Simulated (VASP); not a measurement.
# Ni (I4_1/amd) in VASP: relaxation of cell and atoms with revPBE

Aim: the relaxation of cell and atoms of Ni with revPBE.

All numbers are computed with VASP 6.6.1; they aren't measurements. Logs are shortened: lines on timing, memory, paths and dates and some standing lists are left out, and cuts for length are marked.

## (1) The cell of the first run

It takes space group I4_1/amd (No. 141, tetragonal). Conventional cell: a = 4.382 Å, b = 4.382 Å, c = 2.393 Å, α = 90.00°, β = 90.00°, γ = 90.00°. Ni (site symmetry -4m2) has 10 Ni at 2.27 to 2.83 Å within 3.0 Å.

## (2) Relaxation of cell and atoms, revPBE

INCAR reads:

```
PREC     = Accurate       # precision mode
ENCUT    = 600            # plane-wave cutoff, eV
EDIFF    = 1E-7           # SCF threshold, eV
ISMEAR   = -1             # smearing method
SIGMA    = 0.1            # smearing width, eV
LREAL    = F              # projectors in reciprocal space
LASPH    = T              # aspherical terms in the spheres
NELM     = 60             # most SCF steps
ALGO     = Normal         # electronic algorithm
ISIF     = 3              # what is computed and relaxed
LWAVE    = F              # write WAVECAR
LCHARG   = F              # write CHGCAR
GGA      = RE             # functional
IBRION   = 2              # ionic algorithm
NSW      = 80             # ionic steps
EDIFFG   = -0.01          # ionic threshold
ISYM     = 0
```

KPOINTS reads:

```
regular mesh
0
Gamma
  15 15 10
```

POSCAR reads:

```
Ni
1.0
   -2.1910720922      2.1910720922      1.1963253623
    2.1910720922     -2.1910720922      1.1963253623
    2.1910720922      2.1910720922     -1.1963253623
Ni
2
Direct
    0.0000000000      0.0000000000      0.0000000000
    0.7500000000      0.2500000000      0.5000000000
```

Potentials or basis: VASP PAW PBE potentials, release 64 (Ni).

Run with:

```sh
$ cat potpaw_PBE.64/Ni/POTCAR > POTCAR
$ mpirun -np 1 vasp_std > vasp.out
```

OUTCAR:

```text
PREC = Accurate
   ENCUT = 600
   EDIFF = 1E-7
   ISMEAR = -1
   LREAL = F
   LASPH = T
   NELM = 60
   ISIF = 3
   GGA = RE
   IBRION = 2
   NSW = 80
   EDIFFG = -0.01
   ISYM = 0

 ion  position               nearest neighbor table
   1  0.000  0.000  0.000-   2 2.27   2 2.27   2 2.27   2 2.27   2 2.83   2 2.83   2 2.83   2 2.83

   2  0.750  0.250  0.500-   1 2.27   1 2.27   1 2.27   1 2.27   1 2.83   1 2.83   1 2.83   1 2.83

IMPORTANT INFORMATION: All symmetrisations will be switched off!
NOSYMM: (Re-)initialisation of all symmetry stuff for point group C_1.

----------------------------------------------------------------------------------------

                                     Primitive cell

  volume of cell :      22.9733

  direct lattice vectors                    reciprocal lattice vectors
    -2.191072092  2.191072092  1.196325362     0.000000000  0.228198790  0.417946502
     2.191072092 -2.191072092  1.196325362     0.228198790  0.000000000  0.417946502
     2.191072092  2.191072092 -1.196325362     0.228198790  0.228198790  0.000000000

  length of vectors
     3.321564119  3.321564119  3.321564119     0.476186902  0.476186902  0.322721824

  position of ions in fractional coordinates (direct lattice)
     0.000000000  0.000000000  0.000000000
     0.750000000  0.250000000  0.500000000

  ion indices of the primitive-cell ions
   primitive index   ion index
                 1           1
                 2           2

----------------------------------------------------------------------------------------

 KPOINTS: regular mesh

Automatic generation of k-mesh.
 Grid dimensions read from file:
 generate k-points for:   15   15   10

 Generating k-lattice:

  Cartesian coordinates                     Fractional coordinates (reciprocal lattice)
     0.000000000  0.015213253  0.027863100     0.066666667  0.000000000  0.000000000
     0.015213253  0.000000000  0.027863100     0.000000000  0.066666667  0.000000000
     0.022819879  0.022819879  0.000000000     0.000000000  0.000000000  0.100000000

  Length of vectors
     0.031745793  0.031745793  0.032272182

  Shift w.r.t. Gamma in fractional coordinates (k-lattice)
     0.000000000  0.000000000  0.000000000

 -----------------------------------------------------------------------------
|                                                                             |
|           W    W    AA    RRRRR   N    N  II  N    N   GGGG   !!!           |
|           W    W   A  A   R    R  NN   N  II  NN   N  G    G  !!!           |
|           W    W  A    A  R    R  N N  N  II  N N  N  G       !!!           |
|           W WW W  AAAAAA  RRRRR   N  N N  II  N  N N  G  GGG   !            |
|           WW  WW  A    A  R   R   N   NN  II  N   NN  G    G                |
|           W    W  A    A  R    R  N    N  II  N    N   GGGG   !!!           |
|                                                                             |
|     Your reciprocal lattice and k-lattice belong to different lattice       |
|     classes:                                                                |
|                                                                             |
|        The reciprocal lattice is body-centered tetragonal,                  |
|        whereas your k-lattice is base-centered monoclinic.                  |
|                                                                             |
|     Results are often still useful ...                                      |
|                                                                             |
 -----------------------------------------------------------------------------

 WARNING: IBZKPT: internal override: KBLOWUP is changed to .FALSE.
      ... skipping the blow-up phase ...

 Subroutine IBZKPT returns following result:
 ===========================================

 Found   1126 irreducible k-points:

 Following reciprocal coordinates:
            Coordinates               Weight
  0.000000  0.000000  0.000000      1.000000
  0.066667 -0.000000  0.000000      2.000000
  0.133333 -0.000000  0.000000      2.000000
  0.200000  0.000000  0.000000      2.000000
  0.266667 -0.000000  0.000000      2.000000
  0.333333 -0.000000  0.000000      2.000000
[... 16 lines left out ...]
 -0.066667  0.066667  0.000000      2.000000
 -0.000000  0.133333  0.000000      2.000000
 [... further k-points ...]
   k-points           NKPTS =   1126   k-points in BZ     NKDIM =   1126   number of bands    NBANDS=     14
   number of dos      NEDOS =    301   number of ions     NIONS =      2
   total plane-waves  NPLWV =  21952
   dimension x,y,z NGX =    28 NGY =   28 NGZ =   28
   dimension x,y,z NGXF=    56 NGYF=   56 NGZF=   56
   ions per type =               2
   NGX,Y,Z   is equivalent  to a cutoff of  14.01, 14.01, 14.01 a.u.
   NGXF,Y,Z  is equivalent  to a cutoff of  28.03, 28.03, 28.03 a.u.
 SYSTEM =  unknown system
   PREC   = accura    normal or accurate (medium, high low for compatibility)
   ISTART =      0    job   : 0-new  1-cont  2-samecut
   ICHARG =      2    charge: 1-file 2-atom 10-const
   ISPIN  =      1    spin polarized calculation?
   LNONCOLLINEAR =      F non collinear calculations
   LSORBIT =      F    spin-orbit coupling
   LASPH  =      T    aspherical Exc in radial PAW
   ENCUT  =  600.0 eV  44.10 Ry    6.64 a.u.   6.63  6.63  6.63*2*pi/ulx,y,z
   NELM   =     60;   NELMIN=  2; NELMDL= -5     # of ELM steps
   EDIFF  = 0.1E-06   stopping-criterion for ELM
   LREAL  =      F    real-space projection
   EDIFFG = -.1E-01   stopping-criterion for IOM
   NSW    =     80    number of steps for IOM
   IBRION =      2    ionic relax: 0-MD 1-quasi-New 2-CG
   NFREE  =      1    steps in history (QN), initial steepest desc. (CG)
   ISIF   =      3    stress and relaxation
   ISYM   =      0    0-nonsym 1-usesym 2-fastsym
   POTIM  = 0.5000    time-step for ionic-motion
   TEBEG  =    0.0;   TEEND  =   0.0 temperature during run
   PSTRESS=    0.0 pullay stress
   NELECT =      20.0000    total number of electrons
   NUPDOWN=      -1.0000    fix difference up-down
   EMIN   =  10.00;   EMAX   =-10.00  energy-range for DOS
   EFERMI =   0.00;   METHOD = LEGACY
   ISMEAR =    -1;   SIGMA  =   0.10  broadening in eV -4-tet -1-fermi 0-gaus
   EFERMI_NEDOS =   21; number of points for ismear=-14 and -15
   IALGO  =     38    algorithm
   IMIX   =      4    mixing-type and parameters
     AMIX     =   0.40;   BMIX     =  1.00
     AMIX_MAG =   1.60;   BMIX_MAG =  1.00
  volume/ion in A,a.u.               =      11.49        77.52
  Fermi-wavevector in a.u.,A,eV,Ry     =   1.563186  2.953993 33.246517  2.443550
  Thomas-Fermi vector in A             =   2.665994
   LORBIT       =      0    0 simple, 1 ext, 2 COOP (PROOUT), +10 PAW based schemes
   GGA     = RE    functional components
   LHFCALC =     F    Hartree Fock is set to
   AEXX    =    0.0000 exact exchange contribution
   IVDW    =     0    specifies the selected vdW correction
   LEPSILON=     F    determine dielectric tensor
   LRPA    =     F    only Hartree local field effects (RPA)
 conjugate gradient relaxation of ions
 non-spin polarized calculation
  energy-cutoff  :      600.00
  volume of cell :       22.97
 maximum number of plane-waves:       788
   NGX = 13   NGY = 13   NGZ = 13

--------------------------------------- Ionic step        1  -------------------------------------------

 number of electron      19.9999993 magnetization

 Free energy of the ion-electron system (eV)
  ---------------------------------------------------
  ext. energy  EPLUGINS =         0.00000000
  ---------------------------------------------------
  free energy    TOTEN  =        -9.22414099 eV

  energy without entropy =       -9.09228541  energy(sigma->0) =       -9.15821320

------------------------ aborting loop because EDIFF is reached ----------------------------------------

  FORCE on cell =-STRESS in cart. coord.  units (eV):
  Direction    XX          YY          ZZ          XY          YZ          ZX
  --------------------------------------------------------------------------------------
  -------------------------------------------------------------------------------------
  Total        1.5257102      1.5257102      1.1946134     -0.0027084     -0.0002965     -0.0002961
  in kB      106.4045023    106.4045027     83.3134887     -0.1888879     -0.0206794     -0.0206493
  external PRESSURE =      98.7074979 kB  Pullay stress =       0.0000000 kB
[... 201 lines left out ...]
  energy  without entropy=       -9.1221325499  energy(sigma->0) =       -9.19309476

--------------------------------------- Ionic step        7  -------------------------------------------

 number of electron      20.0000010 magnetization

 Free energy of the ion-electron system (eV)
  ---------------------------------------------------
  ext. energy  EPLUGINS =         0.00000000
  ---------------------------------------------------
  free energy    TOTEN  =        -9.26406072 eV

  energy without entropy =       -9.12179190  energy(sigma->0) =       -9.19292631

 E-fermi :   7.9207     XC(G=0): -12.4537

 val. band max:        7.9204634313   @ k =   0.2667  -0.0667   0.3000
 cond. band min:       7.9213838423   @ k =   0.2000   0.4000   0.5000
 fundamental gap:      0.0009204111
 Fermi energy:         7.9206516968

 k-point     1 :       0.0000    0.0000    0.0000
  band No.  band energies     occupation
      1      -0.2163      2.00000
      2       4.0919      2.00000
      3       4.8965      2.00000
      4       5.1750      2.00000
      5       5.5667      2.00000
      6       7.1940      1.99860
      7       7.1940      1.99860
      8       7.2314      1.99797
      9       7.2315      1.99797
     10       7.9743      0.73816
     11       8.4465      0.01036
     12      14.0848      0.00000
     13      14.0956      0.00000
     14      20.1367      0.00000
[... 375 lines left out ...]
 k-point    24 :      -0.0000    0.1333    0.0000
  band No.  band energies     occupation
      1       0.4030      2.00000
      2       4.3071      2.00000
      3       4.9389      2.00000
      4       5.5442      2.00000
      5       5.7533      2.00000
      6       6.6335      1.99999
      7       6.7420      1.99998
      8       7.1679      1.99892
      9       7.2229      1.99814
     10       7.9143      1.03174
     11       8.3200      0.03621
     12      14.4399      0.00000
     13      14.5445      0.00000
     14      20.9984      0.00000

 [... further k-points ...]
[... 5 lines left out ...]
  --------------------------------------------------------------------------------------
  -------------------------------------------------------------------------------------
  Total       -0.0183901     -0.0183901     -0.0165654     -0.0040881      0.0000532      0.0000533
  in kB       -1.2103534     -1.2103509     -1.0902584     -0.2690590      0.0034995      0.0035088
  external PRESSURE =      -1.1703209 kB  Pullay stress =       0.0000000 kB
[... 17 lines left out ...]
  FREE ENERGIE OF THE ION-ELECTRON SYSTEM (eV)
  ---------------------------------------------------
  free  energy   TOTEN  =        -9.2640607164 eV

  energy  without entropy=       -9.1217918994  energy(sigma->0) =       -9.19292631

 reached required accuracy - stopping structural energy minimisation
```

Wall time 60 min (1 thread of Oxide Virtual Turin-like, shared host); peak memory 0.49 GiB.

What came out:

| Item | Value |
| --- | --- |
| Free energy | -9.2641 eV |
| Relaxed volume | 12.17 Å³/atom |
| Relaxed cell | a = 3.392 Å, b = 3.392 Å, c = 3.391 Å, α = 97.36°, β = 97.36°, γ = 138.07° |
| Space group after relaxing (to 0.1 Å) | I4_1/amd (No. 141) |
| Energy gained by relaxing | 20.0 meV/atom |
| Ionic steps | 7 |
| Pressure after relaxing | -0.1 GPa |
| Band gap on the k mesh | zero (bands 10 and 11 overlap by 0.76 eV) |

Step by step:
```tsv
step	energy change (eV)	largest force (eV/Å)	pressure (GPa)	volume (Å³)
1	0.0000	0.0008	9.87	22.97
2	-0.0192	0.0002	-5.86	25.41
3	-0.0398	0.0002	-0.05	24.33
4	-0.0398	0.0002	0.12	24.30
5	-0.0399	0.0001	0.16	24.30
6	-0.0399	0.0000	0.18	24.30
7	-0.0399	0.0000	-0.12	24.34
```

Final structure:
```yaml
crystal:
  lattice:
    - [-2.23967, 2.23966, 1.21370]
    - [2.23966, -2.23967, 1.21370]
    - [2.23887, 2.23887, -1.21372]
  atoms:
    - { symbol: Ni, position: [0.00001, 0.99999, 0.00000] }
    - { symbol: Ni, position: [0.74999, 0.25001, 0.50000] }
```

Levels at points of the mesh, in eV from the Fermi level:
| k point | band 7 | band 8 | band 9 | band 10 | band 11 | band 12 | band 13 | band 14 |
| --- | --- | --- | --- | --- | --- | --- | --- | --- |
| (0.00, 0.00, 0.00) | -0.73 | -0.69 | -0.69 | 0.05 | 0.53 | 6.16 | 6.17 | 12.22 |
| (0.00, 0.00, 0.50) | -0.97 | -0.97 | -0.36 | -0.36 | -0.16 | -0.16 | 12.00 | 12.00 |

Caveat: the PAW data sets were made with another functional, which shifts forces and pressure a little; the run has no spin polarisation, though such a crystal can be magnetic.
